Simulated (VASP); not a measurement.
# Sc2Si2Se in VASP: a series of runs

The runs below take Sc2Si2Se through single point, relaxation of cell and atoms, with PBE.

Everything below comes from runs of VASP 6.6.1. Logs are shortened: lines on timing, memory, paths and dates and some standing lists are left out, and cuts for length are marked.

## (1) The cell of the first run

Symmetry: Fmmm, No. 69, orthorhombic system. Conventional cell: a = 5.421 Å, b = 5.480 Å, c = 12.081 Å, α = 90.00°, β = 90.00°, γ = 90.00°. Within 3.4 Å of Sc (site symmetry mm2) lie 4 Si at 2.35 Å and 4 Se at 3.19 to 3.21 Å and 1 Sc at 3.35 Å. Within 3.1 Å of Si (site symmetry 222) lie 4 Sc at 2.35 Å and 4 Si at 2.71 to 2.74 Å. Se (site symmetry mmm) has 10 Sc at 3.19 to 4.36 Å and 8 Si at 3.58 Å and 4 Se at 3.85 Å within 4.4 Å.

The cell was built from a structure type or drawn by symmetry, and may not be a known phase.

## (2) Single point, PBE

Contents of INCAR:

```
SYSTEM = Sc2Si2Se
PREC     = Accurate       ! precision mode
ENCUT    = 520            ! plane-wave cutoff, eV
EDIFF    = 1E-6           ! SCF threshold, eV
ISMEAR   = 0              ! smearing method
SIGMA    = 0.1            ! smearing width, eV
LREAL    = .FALSE.        ! projectors in reciprocal space
LASPH    = .TRUE.         ! aspherical terms in the spheres
NELM     = 60             ! most SCF steps
ALGO     = Normal         ! electronic algorithm
ISIF     = 2              ! what is computed and relaxed
LWAVE    = .FALSE.        ! write WAVECAR
LCHARG   = .FALSE.        ! write CHGCAR
GGA      = PE             ! functional
NBANDS   = 26             ! bands
```

Contents of KPOINTS:

```
regular mesh
0
G
  6 6 6
  0 0 0
```

Contents of POSCAR:

```
Sc2Si2Se
1.0
    0.0000000000      2.7401852800      6.0403149600
    2.7103189300      0.0000000000      6.0403149600
    2.7103189300      2.7401852800      0.0000000000
Sc Si Se
2 2 1
Direct
    0.3612000000      0.3612000000      0.6388000000
    0.6388000000      0.6388000000      0.3612000000
    0.7500000000      0.7500000000      0.7500000000
    0.2500000000      0.2500000000      0.2500000000
    0.0000000000      0.0000000000      0.0000000000
```

Potentials or basis: VASP PAW PBE potentials, release 64 (Sc_sv, Si, Se).

Launch:

```
$ cat potpaw_PBE.64/Sc_sv/POTCAR potpaw_PBE.64/Si/POTCAR potpaw_PBE.64/Se/POTCAR > POTCAR
$ mpirun -np 1 vasp_std > vasp.out
```

OUTCAR:

```text
SYSTEM = Sc2Si2Se
   PREC = Accurate
   ENCUT = 520
   EDIFF = 1E-6
   ISMEAR = 0
   LREAL = .FALSE.
   LASPH = .TRUE.
   NELM = 60
   ISIF = 2
   GGA = PE

 ion  position               nearest neighbor table
   1  0.361  0.361  0.639-   4 2.35   3 2.35   3 2.35   4 2.35   2 3.35
   2  0.639  0.639  0.361-   4 2.35   3 2.35   3 2.35   4 2.35   1 3.35
   3  0.750  0.750  0.750-   1 2.35   2 2.35   1 2.35   2 2.35   4 2.71   4 2.71   4 2.74   4 2.74

   4  0.250  0.250  0.250-   1 2.35   2 2.35   2 2.35   1 2.35   3 2.71   3 2.71   3 2.74   3 2.74

   5  0.000  0.000  0.000-

  LATTYP: Found a face centered orthorhombic cell.
 ALAT       =     5.4206378600
 B/A-ratio  =     1.0110194965
 C/A-ratio  =     2.2286362292

  Lattice vectors:

 A1 = (   0.0000000000,   2.7401852800,   6.0403149600)
 A2 = (   2.7103189300,   0.0000000000,   6.0403149600)
 A3 = (   2.7103189300,   2.7401852800,   0.0000000000)

Analysis of symmetry for initial positions (statically):
=====================================================================
 Subroutine PRICEL returns:
 Original cell was already a primitive cell.

 Routine SETGRP: Setting up the symmetry group for a
 face centered orthorhombic supercell.

 Subroutine GETGRP returns: Found  8 space group operations
 (whereof  8 operations were pure point group operations)
 out of a pool of  8 trial point group operations.

The static configuration has the point symmetry D_2h.

Analysis of symmetry for dynamics (positions and initial velocities):
=====================================================================
 Subroutine PRICEL returns:
 Original cell was already a primitive cell.

 Routine SETGRP: Setting up the symmetry group for a
 face centered orthorhombic supercell.

 Subroutine GETGRP returns: Found  8 space group operations
 (whereof  8 operations were pure point group operations)
 out of a pool of  8 trial point group operations.

The dynamic configuration has the point symmetry D_2h.

 Subroutine INISYM returns: Found  8 space group operations
 (whereof  8 operations are pure point group operations),
 and found     1 'primitive' translations

----------------------------------------------------------------------------------------

                                     Primitive cell

  volume of cell :      89.7201

  direct lattice vectors                    reciprocal lattice vectors
     0.000000000  2.740185280  6.040314960    -0.184480134  0.182469413  0.082777140
     2.710318930  0.000000000  6.040314960     0.184480134 -0.182469413  0.082777140
     2.710318930  2.740185280  0.000000000     0.184480134  0.182469413 -0.082777140

  length of vectors
[... 93 lines left out ...]
   NFREE  =      0    steps in history (QN), initial steepest desc. (CG)
   ISIF   =      2    stress and relaxation
   ISYM   =      2    0-nonsym 1-usesym 2-fastsym
   POTIM  = 0.5000    time-step for ionic-motion
   TEBEG  =    0.0;   TEEND  =   0.0 temperature during run
   PSTRESS=    0.0 pullay stress
   NELECT =      36.0000    total number of electrons
   NUPDOWN=      -1.0000    fix difference up-down
   EMIN   =  10.00;   EMAX   =-10.00  energy-range for DOS
   EFERMI =   0.00;   METHOD = LEGACY
   ISMEAR =     0;   SIGMA  =   0.10  broadening in eV -4-tet -1-fermi 0-gaus
   EFERMI_NEDOS =   21; number of points for ismear=-14 and -15
   IALGO  =     38    algorithm
   IMIX   =      4    mixing-type and parameters
     AMIX     =   0.40;   BMIX     =  1.00
     AMIX_MAG =   1.60;   BMIX_MAG =  1.00
  volume/ion in A,a.u.               =      17.94       121.09
  Fermi-wavevector in a.u.,A,eV,Ry     =   1.207477  2.281802 19.837319  1.458002
  Thomas-Fermi vector in A             =   2.343114
   LORBIT       =      0    0 simple, 1 ext, 2 COOP (PROOUT), +10 PAW based schemes
   GGA     = PE    functional components
   LHFCALC =     F    Hartree Fock is set to
   AEXX    =    0.0000 exact exchange contribution
   IVDW    =     0    specifies the selected vdW correction
   LEPSILON=     F    determine dielectric tensor
   LRPA    =     F    only Hartree local field effects (RPA)
 non-spin polarized calculation
 Gauss-broadening in eV      SIGMA  =   0.10
  energy-cutoff  :      520.00
  volume of cell :       89.72
 maximum number of plane-waves:      2434
 NGX is ok and might be reduce to    50
   NGX = 25   NGY = 25   NGZ = 15

 number of electron      36.0000001 magnetization

 Free energy of the ion-electron system (eV)
  ---------------------------------------------------
  ext. energy  EPLUGINS =         0.00000000
  ---------------------------------------------------
  free energy    TOTEN  =       -25.62831924 eV

  energy without entropy =      -25.61443812  energy(sigma->0) =      -25.62137868

 E-fermi :   6.0847     XC(G=0): -10.5970

 val. band max:        6.0812277806   @ k =  -0.1667   0.3333   0.5000
 cond. band min:       6.0976270154   @ k =   0.3333   0.0000   0.0000
 fundamental gap:      0.0163992348
 Fermi energy:         6.0846510508

 k-point     1 :       0.0000    0.0000    0.0000
  band No.  band energies     occupation
      1     -42.5955      2.00000
      2     -42.5788      2.00000
      3     -21.6016      2.00000
      4     -21.4251      2.00000
      5     -21.3211      2.00000
      6     -21.3192      2.00000
[... 685 lines left out ...]
     25       9.8963      0.00000
     26      11.1743      0.00000

 [... further k-points ...]

------------------------ aborting loop because EDIFF is reached ----------------------------------------

  FORCE on cell =-STRESS in cart. coord.  units (eV):
  Direction    XX          YY          ZZ          XY          YZ          ZX
  --------------------------------------------------------------------------------------
  -------------------------------------------------------------------------------------
  Total        9.8727957      9.9491404     18.7135534      0.0000000      0.0000000      0.0000000
  in kB      176.3034555    177.6667813    334.1772927      0.0000000      0.0000000      0.0000000
  external PRESSURE =     229.3825098 kB  Pullay stress =       0.0000000 kB

 VOLUME and BASIS-vectors are now :
 -----------------------------------------------------------------------------
  energy-cutoff  :      520.00
  volume of cell :       89.72
      direct lattice vectors                 reciprocal lattice vectors
     0.000000000  2.740185280  6.040314960    -0.184480134  0.182469413  0.082777140
     2.710318930  0.000000000  6.040314960     0.184480134 -0.182469413  0.082777140
     2.710318930  2.740185280  0.000000000     0.184480134  0.182469413 -0.082777140

 POSITION                                       TOTAL-FORCE (eV/Angst)
 -----------------------------------------------------------------------------------
      2.71032      2.74019      4.36352         0.000000     -0.000000      6.397417
      2.71032      2.74019      7.71711         0.000000     -0.000000     -6.397417
      4.06548      4.11028      9.06047         0.000000      0.000000     -0.000000
      1.35516      1.37009      3.02016         0.000000     -0.000000     -0.000000
      0.00000      0.00000      0.00000         0.000000     -0.000000     -0.000000
 -----------------------------------------------------------------------------------
    total drift:                                0.000000      0.000000      0.000000

  FREE ENERGIE OF THE ION-ELECTRON SYSTEM (eV)
  ---------------------------------------------------
  free  energy   TOTEN  =       -25.6283192449 eV

  energy  without entropy=      -25.6144381233  energy(sigma->0) =      -25.62137868
```

OSZICAR:

```text
N       E                     dE             d eps       ncg     rms          rms(c)
DAV:   1     0.469649182813E+03    0.46965E+03   -0.16582E+04  2400   0.138E+03
DAV:   2     0.161590896051E+02   -0.45349E+03   -0.44478E+03  2808   0.502E+02
DAV:   3    -0.270667150385E+02   -0.43226E+02   -0.41971E+02  3950   0.159E+02
DAV:   4    -0.287577791809E+02   -0.16911E+01   -0.16455E+01  3758   0.276E+01
DAV:   5    -0.287986380312E+02   -0.40859E-01   -0.40688E-01  3816   0.409E+00    0.177E+01
DAV:   6    -0.256855662598E+02    0.31131E+01   -0.11771E+01  3944   0.318E+01    0.615E+00
DAV:   7    -0.256385324872E+02    0.47034E-01   -0.90422E-01  3904   0.648E+00    0.318E+00
DAV:   8    -0.256291757167E+02    0.93568E-02   -0.94046E-02  3416   0.379E+00    0.884E-01
DAV:   9    -0.256287192953E+02    0.45642E-03   -0.15799E-02  3832   0.138E+00    0.156E-01
DAV:  10    -0.256284675897E+02    0.25171E-03   -0.48176E-03  3628   0.590E-01    0.123E-01
DAV:  11    -0.256283348311E+02    0.13276E-03   -0.45649E-04  3446   0.268E-01    0.402E-02
DAV:  12    -0.256283200555E+02    0.14776E-04   -0.21435E-04  3958   0.123E-01    0.126E-02
DAV:  13    -0.256283186359E+02    0.14197E-05   -0.18087E-05  3694   0.372E-02    0.479E-03
DAV:  14    -0.256283192449E+02   -0.60899E-06   -0.22752E-06  2454   0.150E-02
   1 F= -.25628319E+02 E0= -.25621379E+02  d E =-.138811E-01
```

stdout:

```text
POSCAR found type information on POSCAR ScSiSe
 POSCAR found :  3 types and       5 ions
 scaLAPACK will be used
 LDA part: xc-table for (Slater+PW92), standard interpolation
 POSCAR, INCAR and KPOINTS ok, starting setup
 FFT: planning ... GRIDC
 FFT: planning ... GRID_SOFT
 FFT: planning ... GRID
 WAVECAR not read
 entering main loop
```

Run time: 5.8 min. Hardware: 1 thread of AMD EPYC 7R13, shared host; peak memory 0.28 GiB.

What came out:

- Free energy: -25.6283 eV
- Pressure: 22.9 GPa
- Largest force: 6.397 eV/Å
- Band gap on the k mesh: zero (bands 18 and 19 overlap by 1.44 eV)

Forces in eV/Å, atoms in the order of the input:
```
Sc   0.000  0.000  6.397
Sc   0.000  0.000 -6.397
Si   0.000  0.000  0.000
Si   0.000  0.000  0.000
Se   0.000  0.000  0.000
```

Caveat: the cell stands under pressure; forces of over 1 eV/Å act on the atoms, so gaps and moduli don't describe the material at rest.

## (3) Single point, PBE

This run uses another cell than the first one, of 18.66 Å³/atom.

Contents of INCAR:

```
ALGO = Normal ; EDIFF = 1E-7
ENCUT = 520 ; GGA = PE
ISIF = 2 ; ISMEAR = 0
LASPH = T ; LCHARG = F
LREAL = F ; LWAVE = F
NBANDS = 26 ; NELM = 100
PREC = Accurate ; SIGMA = 0.1
```

Contents of KPOINTS:

```
k-points
0
Gamma
  6 6 6
```

Contents of POSCAR:

```
Sc2Si2Se
1.0
    0.0000000000      2.5048060739      7.4364307982
    2.5049749878      0.0000000000      7.4364307982
    2.5049749878      2.5048060739      0.0000000000
Sc Si Se
2 2 1
Direct
    0.3931730445      0.3931730445      0.6068269555
    0.6068269555      0.6068269555      0.3931730445
    0.7500000000      0.7500000000      0.7500000000
    0.2500000000      0.2500000000      0.2500000000
    0.0000000000      0.0000000000      0.0000000000
```

Potentials or basis: VASP PAW PBE potentials, release 64 (Sc_sv, Si, Se).

Launch:

```
$ cat potpaw_PBE.64/Sc_sv/POTCAR potpaw_PBE.64/Si/POTCAR potpaw_PBE.64/Se/POTCAR > POTCAR
$ mpirun -np 1 vasp_std > vasp.out
```

Run time: 8 min. Hardware: 1 thread of AMD EPYC 7R13, shared host; peak memory 0.34 GiB.

Results (log left out):

```
Free energy            : -31.1667 eV
Pressure               : 0.0 GPa
Largest force          : 0.014 eV/Å
Band gap on the k mesh : zero (bands 18 and 19 overlap by 1.00 eV)
```

Forces on the atoms (eV/Å):
```
Sc   0.000  0.000 -0.014
Sc   0.000  0.000  0.014
Si   0.000  0.000  0.000
Si   0.000  0.000  0.000
Se   0.000  0.000  0.000
```

Stress tensor (GPa, compression positive):
```
-0.02  0.00  0.00
 0.00 -0.01  0.00
 0.00  0.00 -0.09
```

Levels at points of the mesh, in eV from the Fermi level:
| k point | band 16 | band 17 | band 18 | band 19 | band 20 | band 21 |
| --- | --- | --- | --- | --- | --- | --- |
| (0.00, 0.00, 0.00) | -1.89 | -1.59 | -0.82 | -0.47 | 1.38 | 1.59 |
| (0.50, 0.00, 0.00) | -1.62 | -0.07 | 0.03 | 0.04 | 0.37 | 1.51 |
| (0.50, 0.50, 0.00) | -1.75 | -1.75 | -0.47 | -0.31 | 1.78 | 1.91 |
| (0.50, 0.00, 0.50) | -3.56 | -1.18 | -1.15 | -0.22 | 1.19 | 2.24 |
| (0.00, 0.50, 0.50) | -3.56 | -1.18 | -1.15 | -0.22 | 1.19 | 2.24 |

## (4) Relaxation of cell and atoms, PBE

Contents of INCAR:

```
PREC = Accurate
ENCUT = 600
EDIFF = 1E-7
ISMEAR = 0
SIGMA = 0.1
LREAL = F
LASPH = T
NELM = 80
ALGO = Normal
ISIF = 3
LWAVE = F
LCHARG = F
GGA = PE
IBRION = 2
NSW = 90
EDIFFG = -0.04
```

Contents of KPOINTS:

```
Automatic mesh
0
Gamma
  6 6 6
```

Contents of POSCAR:

```
Sc2Si2Se
1.0
    0.0000000000      2.7401852800      6.0403149600
    2.7103189300      0.0000000000      6.0403149600
    2.7103189300      2.7401852800      0.0000000000
Sc Si Se
2 2 1
Direct
    0.3612000000      0.3612000000      0.6388000000
    0.6388000000      0.6388000000      0.3612000000
    0.7500000000      0.7500000000      0.7500000000
    0.2500000000      0.2500000000      0.2500000000
    0.0000000000      0.0000000000      0.0000000000
```

Launch:

```
$ cat potpaw_PBE.64/Sc_sv/POTCAR potpaw_PBE.64/Si/POTCAR potpaw_PBE.64/Se/POTCAR > POTCAR
$ mpirun -np 1 vasp_std > vasp.out
```

Wall time 37 min (1 thread of AMD EPYC 7R13, shared host); peak memory 0.36 GiB.

It converged, with:

* Free energy: -31.1644 eV
* Relaxed volume: 18.66 Å³/atom
* Relaxed cell: a = 7.849 Å, b = 7.850 Å, c = 3.541 Å, α = 76.95°, β = 76.98°, γ = 26.07°
* Space group after relaxing (to 0.1 Å): I4/mmm (No. 139)
* Energy gained by relaxing: 1107.1 meV/atom
* Ionic steps: 9
* Pressure after relaxing: 0.0 GPa
* Largest force after relaxing: 0.007 eV/Å
* Band gap on the k mesh: zero (bands 18 and 19 overlap by 1.01 eV)

Forces in eV/Å, atoms in the order of the input:
```
Sc   0.000  0.000  0.007
Sc   0.000  0.000 -0.007
Si   0.000  0.000  0.000
Si   0.000  0.000  0.000
Se   0.000  0.000  0.000
```

Stress tensor (GPa, compression positive):
```
 0.01  0.00  0.00
 0.00  0.12  0.00
 0.00  0.00 -0.12
```

The path:
```tsv
step	energy change (eV)	largest force (eV/Å)	pressure (GPa)	volume (Å³)
1	0.0000	6.3980	22.96	89.72
2	-2.8129	0.4689	-11.51	127.19
3	-3.2564	0.9595	-6.83	116.08
4	-4.7623	0.3185	-9.97	111.36
5	-4.9132	0.6345	-10.29	109.79
6	-5.4360	0.4860	5.94	88.32
7	-5.5327	0.1450	-0.03	93.58
8	-5.5350	0.0673	-0.01	93.43
9	-5.5355	0.0067	0.00	93.31
```

Final structure:
```xyz
5
Lattice="0.0000 2.5030 7.4397 2.5054 0.0000 7.4397 2.5054 2.5030 0.0000" Properties=species:S:1:pos:R:3 pbc="T T T"
Sc    2.5054    2.5030    5.8485
Sc    2.5054    2.5030    9.0309
Si    3.7581    3.7545   11.1596
Si    1.2527    1.2515    3.7199
Se    0.0000    0.0000    0.0000
```

Levels at points of the mesh, in eV from the Fermi level:
| k point | band 16 | band 17 | band 18 | band 19 | band 20 | band 21 |
| --- | --- | --- | --- | --- | --- | --- |
| (0.00, 0.00, 0.00) | -1.88 | -1.59 | -0.81 | -0.47 | 1.37 | 1.59 |
| (0.50, 0.00, 0.00) | -1.62 | -0.07 | 0.03 | 0.04 | 0.37 | 1.51 |
| (0.50, 0.50, 0.00) | -1.76 | -1.75 | -0.47 | -0.31 | 1.79 | 1.91 |
| (0.50, 0.00, 0.50) | -3.55 | -1.18 | -1.14 | -0.22 | 1.19 | 2.23 |
| (0.00, 0.50, 0.50) | -3.55 | -1.17 | -1.15 | -0.22 | 1.19 | 2.23 |

Caveat: a cell axis changed by over 15 % at a fixed basis, so the end point is rough.

## (5) Single point, PBE

This run uses another cell than the first one, of 18.63 Å³/atom.

Contents of INCAR:

```
SYSTEM = Sc2Si2Se
ALGO     = Normal         ! electronic algorithm
EDIFF    = 1E-6           ! SCF threshold, eV
ENCUT    = 520            ! plane-wave cutoff, eV
GGA      = PE             ! functional
ISIF     = 2              ! what is computed and relaxed
ISMEAR   = 0              ! smearing method
LASPH    = .TRUE.         ! aspherical terms in the spheres
LCHARG   = .FALSE.        ! write CHGCAR
LREAL    = .FALSE.        ! projectors in reciprocal space
LWAVE    = .FALSE.        ! write WAVECAR
NBANDS   = 26             ! bands
NELM     = 100            ! most SCF steps
PREC     = Accurate       ! precision mode
SIGMA    = 0.1            ! smearing width, eV
```

Contents of KPOINTS:

```
k-points
0
G
  14 14 14
  0 0 0
```

Contents of POSCAR:

```
Sc2Si2Se
1.0
   -1.7714679241      1.7714679241      7.4214452229
    1.7714679241     -1.7714679241      7.4214452229
    1.7714679241      1.7714679241     -7.4214452229
Sc Si Se
2 2 1
Direct
    0.3932012210      0.3932012210      0.0000000000
    0.6067987790      0.6067987790      0.0000000000
    0.7500000000      0.2500000000      0.5000000000
    0.2500000000      0.7500000000      0.5000000000
    0.0000000000      0.0000000000      0.0000000000
```

Launch:

```
$ cat potpaw_PBE.64/Sc_sv/POTCAR potpaw_PBE.64/Si/POTCAR potpaw_PBE.64/Se/POTCAR > POTCAR
$ mpirun -np 1 vasp_std > vasp.out
```

Run time: 51 min. Hardware: 1 thread of AMD EPYC 7R13, shared host; peak memory 0.87 GiB.

It converged, with:

- Free energy: -31.1571 eV
- Pressure: 0.1 GPa
- Largest force: 0.007 eV/Å
- Band gap on the k mesh: zero (bands 18 and 19 overlap by 0.88 eV)

Forces on the atoms (eV/Å):
```
Sc   0.000  0.000  0.007
Sc   0.000  0.000 -0.007
Si   0.000  0.000  0.000
Si   0.000  0.000  0.000
Se   0.000  0.000  0.000
```

Levels at points of the mesh, in eV from the Fermi level:
| k point | band 16 | band 17 | band 18 | band 19 | band 20 | band 21 |
| --- | --- | --- | --- | --- | --- | --- |
| (0.00, 0.00, 0.00) | -1.89 | -1.60 | -0.83 | -0.47 | 1.39 | 1.59 |
| (0.50, 0.00, 0.00) | -1.61 | -0.07 | 0.02 | 0.03 | 0.37 | 1.50 |
| (0.50, 0.50, 0.00) | -3.56 | -1.18 | -1.15 | -0.22 | 1.20 | 2.24 |
| (0.50, 0.50, 0.50) | -1.75 | -1.75 | -0.48 | -0.32 | 1.79 | 1.91 |

## (6) Summary

```csv
task,cell,k mesh,cutoff (eV),gap on the mesh (eV),pressure (GPa),largest force (eV/Å)
single point,"a = 6.633, b = 6.621, c = 3.854 Å, angles 73.3, 72.9, 33.8°, 5 atoms, atomic positions A",6 × 6 × 6,520,none,22.9,6.40
single point,"a = 7.847, b = 7.847, c = 3.542 Å, angles 77.0, 77.0, 26.1°, 5 atoms, atomic positions B",6 × 6 × 6,520,none,0.0,0.01
relaxation of cell and atoms,"relaxed from a = 6.633, b = 6.621, c = 3.854 Å, angles 73.3, 72.9, 33.8°, 5 atoms, atomic positions A",6 × 6 × 6,600,none,0.0,0.01
single point,"a = 7.833 Å, angles 153.9, 153.9, 37.3°, 5 atoms, atomic positions C",14 × 14 × 14,520,none,0.1,0.01
```

Alike in all rows: level PBE; potentials or basis VASP PAW PBE potentials, release 64 (Sc_sv, Si, Se); no spin polarisation; smearing gaussian 0.1 eV.

Caveats: the cell stands under pressure (at least some runs); forces of over 1 eV/Å act on the atoms, so gaps and moduli don't describe the material at rest (at least some runs); a cell axis changed by over 15 % at a fixed basis, so the end point is rough (at least some runs).

Absolute energies hang on the potentials; compare differences alone.
